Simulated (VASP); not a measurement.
# MoS2 (C2/m) in VASP: notebook

Runs on MoS2. Level: PBE+D3(BJ). Tasks: single point.

All numbers are computed with VASP 6.6.1; they aren't measurements. Logs are shortened: lines on timing, memory, paths and dates and some standing lists are left out, and cuts for length are marked.

## 1. The cell of the first run

It takes space group C2/m (No. 12, monoclinic). The conventional cell has a = 5.455 Å, b = 3.149 Å, c = 12.092 Å, α = 90.00°, β = 90.00°, γ = 90.00°. Mo (site symmetry m) has 6 S at 2.36 to 2.52 Å and 6 Mo at 3.15 Å within 3.2 Å. S (site symmetry m) has 3 Mo at 2.40 to 2.52 Å and 9 S at 3.15 to 3.28 Å within 3.3 Å. S (site symmetry m) has 3 Mo at 2.36 to 2.48 Å and 10 S at 3.15 to 3.40 Å within 3.4 Å.

## 2. Single point, PBE+D3(BJ) (atoms displaced along a vibrational mode)

File INCAR:

```
SYSTEM = MoS2
PREC = Accurate
ENCUT = 520
EDIFF = 1E-6
ISMEAR = 0
SIGMA = 0.05
LREAL = .FALSE.
LASPH = .TRUE.
NELM = 80
ALGO = Normal
ISIF = 2
LWAVE = .FALSE.
LCHARG = .FALSE.
GGA = PE
IVDW = 12
NBANDS = 35
```

File KPOINTS:

```
Automatic mesh
0
G
  12 12 4
  0 0 0
```

File POSCAR:

```
MoS2
1.0
    3.1493579417      0.0000000000      0.0000000000
   -1.5746789709      2.7274239831      0.0000000000
    0.0000000000      0.0000000000     12.0917670417
Mo S
2 4
Direct
    0.3333333333      0.6666666667      0.2500000000
    0.6666666667      0.3333333333      0.7500000000
    0.3133511082      0.6267022164      0.6155347464
    0.6466844416      0.2933688831      0.1155347464
    0.3533155584      0.7066311169      0.8844652536
    0.6866488918      0.3732977836      0.3844652536
```

Potentials or basis: VASP PAW PBE potentials, release 64 (Mo_sv, S).

Launch:

```bash
cat potpaw_PBE.64/Mo_sv/POTCAR potpaw_PBE.64/S/POTCAR > POTCAR
mpirun -np 1 vasp_std > vasp.out
```

OUTCAR:

```text
SYSTEM = MoS2
   PREC = Accurate
   ENCUT = 520
   EDIFF = 1E-6
   ISMEAR = 0
   LREAL = .FALSE.
   LASPH = .TRUE.
   NELM = 80
   ISIF = 2
   GGA = PE
   IVDW = 12
 IVDW          = 12

 ion  position               nearest neighbor table
   1  0.333  0.667  0.250-   4 2.36   6 2.40   6 2.40   4 2.48   4 2.48   6 2.52
   2  0.667  0.333  0.750-   5 2.36   3 2.40   3 2.40   5 2.48   5 2.48   3 2.52
   3  0.313  0.627  0.616-   2 2.40   2 2.40   2 2.52
   4  0.647  0.293  0.116-   1 2.36   1 2.48   1 2.48
   5  0.353  0.707  0.884-   2 2.36   2 2.48   2 2.48
   6  0.687  0.373  0.384-   1 2.40   1 2.40   1 2.52

  LATTYP: Found a hexagonal cell.
 ALAT       =     3.1493579417
 C/A-ratio  =     3.8394387890

  Lattice vectors:

 A1 = (   3.1493579417,   0.0000000000,   0.0000000000)
 A2 = (  -1.5746789709,   2.7274239831,   0.0000000000)
 A3 = (   0.0000000000,   0.0000000000,  12.0917670417)

Analysis of symmetry for initial positions (statically):
=====================================================================
 Subroutine PRICEL returns:
 Original cell was already a primitive cell.

 Routine SETGRP: Setting up the symmetry group for a
 hexagonal supercell.

 Subroutine GETGRP returns: Found  4 space group operations
 (whereof  4 operations were pure point group operations)
 out of a pool of 24 trial point group operations.

The static configuration has the point symmetry C_2h.

Analysis of symmetry for dynamics (positions and initial velocities):
=====================================================================
 Subroutine PRICEL returns:
 Original cell was already a primitive cell.

 Routine SETGRP: Setting up the symmetry group for a
 hexagonal supercell.

 Subroutine GETGRP returns: Found  4 space group operations
 (whereof  4 operations were pure point group operations)
 out of a pool of 24 trial point group operations.

The dynamic configuration has the point symmetry C_2h.

 Subroutine INISYM returns: Found  4 space group operations
 (whereof  4 operations are pure point group operations),
 and found     1 'primitive' translations

----------------------------------------------------------------------------------------

                                     Primitive cell

  volume of cell :     103.8639

  direct lattice vectors                    reciprocal lattice vectors
     3.149357942  0.000000000  0.000000000     0.317525038  0.183323166  0.000000000
[... 96 lines left out ...]
   EDIFFG = 0.1E-04   stopping-criterion for IOM
   NSW    =      0    number of steps for IOM
   IBRION =     -1    ionic relax: 0-MD 1-quasi-New 2-CG
   NFREE  =      0    steps in history (QN), initial steepest desc. (CG)
   ISIF   =      2    stress and relaxation
   ISYM   =      2    0-nonsym 1-usesym 2-fastsym
   POTIM  = 0.5000    time-step for ionic-motion
   TEBEG  =    0.0;   TEEND  =   0.0 temperature during run
   PSTRESS=    0.0 pullay stress
   NELECT =      52.0000    total number of electrons
   NUPDOWN=      -1.0000    fix difference up-down
   EMIN   =  10.00;   EMAX   =-10.00  energy-range for DOS
   EFERMI =   0.00;   METHOD = LEGACY
   ISMEAR =     0;   SIGMA  =   0.05  broadening in eV -4-tet -1-fermi 0-gaus
   EFERMI_NEDOS =   21; number of points for ismear=-14 and -15
   IALGO  =     38    algorithm
   IMIX   =      4    mixing-type and parameters
     AMIX     =   0.40;   BMIX     =  1.00
     AMIX_MAG =   1.60;   BMIX_MAG =  1.00
  volume/ion in A,a.u.               =      17.31       116.82
  Fermi-wavevector in a.u.,A,eV,Ry     =   1.299933  2.456518 22.991493  1.689827
  Thomas-Fermi vector in A             =   2.431165
   LORBIT       =      0    0 simple, 1 ext, 2 COOP (PROOUT), +10 PAW based schemes
   GGA     = PE    functional components
   LHFCALC =     F    Hartree Fock is set to
   AEXX    =    0.0000 exact exchange contribution
   IVDW    =    12    specifies the selected vdW correction
   LEPSILON=     F    determine dielectric tensor
   LRPA    =     F    only Hartree local field effects (RPA)
 non-spin polarized calculation
 Gauss-broadening in eV      SIGMA  =   0.05
  energy-cutoff  :      520.00
  volume of cell :      103.86
 maximum number of plane-waves:      2820
   NGX = 11   NGY = 11   NGZ = 45

 number of electron      52.0000001 magnetization

 Free energy of the ion-electron system (eV)
  ---------------------------------------------------
  ext. energy  EPLUGINS =         0.00000000
  ---------------------------------------------------
  free energy    TOTEN  =       -43.20946749 eV

  energy without entropy =      -43.20946749  energy(sigma->0) =      -43.20946749

 E-fermi :   8.1721     XC(G=0): -11.0831

 val. band max:        7.8427295598   @ k =   0.0000   0.0000   0.0000
 cond. band min:       8.5480721171   @ k =   0.1667   0.1667   0.0000
 fundamental gap:      0.7053425573
 Fermi energy:         8.1721164917

 k-point     1 :       0.0000    0.0000    0.0000
  band No.  band energies     occupation
      1     -53.6010      2.00000
      2     -53.6009      2.00000
      3     -27.7501      2.00000
      4     -27.7499      2.00000
      5     -27.4994      2.00000
      6     -27.4994      2.00000
[... 901 lines left out ...]
     34      11.8005      0.00000
     35      13.9705      0.00000

 [... further k-points ...]

------------------------ aborting loop because EDIFF is reached ----------------------------------------

 Edisp (eV)   -2.62635

 E8    (eV) :    -1.0590

  FORCE on cell =-STRESS in cart. coord.  units (eV):
  Direction    XX          YY          ZZ          XY          YZ          ZX
  --------------------------------------------------------------------------------------
  -------------------------------------------------------------------------------------
  Total      -2.00787    -2.01353    -5.65695     0.00000    -5.31856     0.00000
  in kB     -30.97283   -31.06021   -87.26268     0.00000   -82.04270     0.00000
  external pressure =      -49.77 kB  Pullay stress =        0.00 kB

 VOLUME and BASIS-vectors are now :
 -----------------------------------------------------------------------------
  energy-cutoff  :      520.00
  volume of cell :      103.86
      direct lattice vectors                 reciprocal lattice vectors
     3.149357942  0.000000000  0.000000000     0.317525038  0.183323166  0.000000000
    -1.574678971  2.727423983  0.000000000     0.000000000  0.366646332  0.000000000
     0.000000000  0.000000000 12.091767042     0.000000000  0.000000000  0.082700899

 POSITION                                       TOTAL-FORCE (eV/Angst)
 -----------------------------------------------------------------------------------
     -0.00000      1.81828      3.02294         0.000000     -0.136946      0.018632
      1.57468      0.90914      9.06883        -0.000000      0.136946     -0.018632
     -0.00000      1.70928      7.44290        -0.000000      0.819084      1.009329
      1.57468      0.80014      1.39702        -0.000000      0.967482      0.992174
     -0.00000      1.92728     10.69475         0.000000     -0.967482     -0.992174
      1.57468      1.01814      4.64886         0.000000     -0.819084     -1.009329
 -----------------------------------------------------------------------------------
    total drift:                                0.000000      0.000000     -0.000000

  FREE ENERGIE OF THE ION-ELECTRON SYSTEM (eV)
  ---------------------------------------------------
  free  energy   TOTEN  =       -45.8358140435 eV

  energy  without entropy=      -45.8358140435  energy(sigma->0) =      -45.83581404
```

OSZICAR:

```text
N       E                     dE             d eps       ncg     rms          rms(c)
DAV:   1     0.441984639244E+03    0.44198E+03   -0.29334E+04 12576   0.142E+03
DAV:   2    -0.230205641440E+02   -0.46501E+03   -0.44957E+03 13795   0.369E+02
DAV:   3    -0.457192429502E+02   -0.22699E+02   -0.22202E+02 13878   0.739E+01
DAV:   4    -0.461746803613E+02   -0.45544E+00   -0.45411E+00 13654   0.105E+01
DAV:   5    -0.461824892720E+02   -0.78089E-02   -0.78073E-02 13527   0.142E+00    0.321E+01
DAV:   6    -0.442135924324E+02    0.19689E+01   -0.12894E+01 12591   0.230E+01    0.127E+01
DAV:   7    -0.437066726117E+02    0.50692E+00   -0.76889E+00 12331   0.164E+01    0.801E+00
DAV:   8    -0.432074652875E+02    0.49921E+00   -0.10944E+00 12425   0.696E+00    0.316E+00
DAV:   9    -0.432223370706E+02   -0.14872E-01   -0.14233E-01 13354   0.192E+00    0.142E+00
DAV:  10    -0.432094011721E+02    0.12936E-01   -0.45434E-02 12585   0.143E+00    0.398E-01
DAV:  11    -0.432096447885E+02   -0.24362E-03   -0.29812E-03 12677   0.279E-01    0.237E-01
DAV:  12    -0.432094897437E+02    0.15504E-03   -0.32638E-04 12848   0.100E-01    0.125E-01
DAV:  13    -0.432094645333E+02    0.25210E-04   -0.19337E-04 13086   0.761E-02    0.115E-02
DAV:  14    -0.432094671076E+02   -0.25743E-05   -0.10226E-05 11235   0.165E-02    0.213E-02
DAV:  15    -0.432094674893E+02   -0.38171E-06   -0.16942E-06 10210   0.757E-03
   1 F= -.45835814E+02 E0= -.45835814E+02  d E =-.695559E-23
```

It took 3.2 min on 1 thread of Intel Xeon 6975P-C (Granite Rapids), shared host; peak memory 0.56 GiB.

Results:

```yaml
Free_energy: -45.8358 eV
Pressure: -5.0 GPa
Largest_force: 1.386 eV/Å
Band_gap_on_the_k_mesh: 0.71 eV (least direct gap 1.70 eV)
Dispersion_energy_per_atom: -0.438 eV
```

Forces on the atoms (eV/Å):
```
Mo   0.000 -0.137  0.019
Mo   0.000  0.137 -0.019
S    0.000  0.819  1.009
S    0.000  0.967  0.992
S    0.000 -0.967 -0.992
S    0.000 -0.819 -1.009
```

Stress tensor (GPa, compression positive):
```
-3.10  0.00  0.00
 0.00 -3.11 -8.20
 0.00 -8.20 -8.73
```

Levels at points of the mesh, in eV from the valence-band top:
| k point | band 23 | band 24 | band 25 | band 26 | band 27 | band 28 | band 29 | band 30 |
| --- | --- | --- | --- | --- | --- | --- | --- | --- |
| (0.00, 0.00, 0.00) | -1.77 | -1.26 | -0.92 | 0.00 | 1.98 | 2.01 | 2.02 | 2.05 |
| (0.50, 0.00, 0.00) | -1.52 | -1.31 | -1.22 | -1.18 | 1.78 | 1.83 | 1.98 | 2.39 |
| (0.00, 0.50, 0.00) | -1.54 | -1.27 | -1.22 | -1.18 | 1.77 | 1.83 | 1.99 | 2.42 |
| (0.00, 0.00, 0.50) | -1.80 | -1.79 | -0.23 | -0.23 | 1.98 | 2.00 | 2.02 | 2.06 |
| (0.50, 0.00, 0.50) | -1.39 | -1.39 | -1.23 | -1.21 | 1.79 | 1.80 | 2.19 | 2.22 |
| (0.00, 0.50, 0.50) | -1.38 | -1.34 | -1.28 | -1.21 | 1.79 | 1.80 | 2.20 | 2.25 |

Caveat: the cell differs from its parent crystal (atoms displaced along a vibrational mode); the cell stands under tension; forces of over 1 eV/Å act on the atoms, so gaps and moduli don't describe the material at rest. A k mesh can miss the band edges.

(Continued in part 2 of 2.)
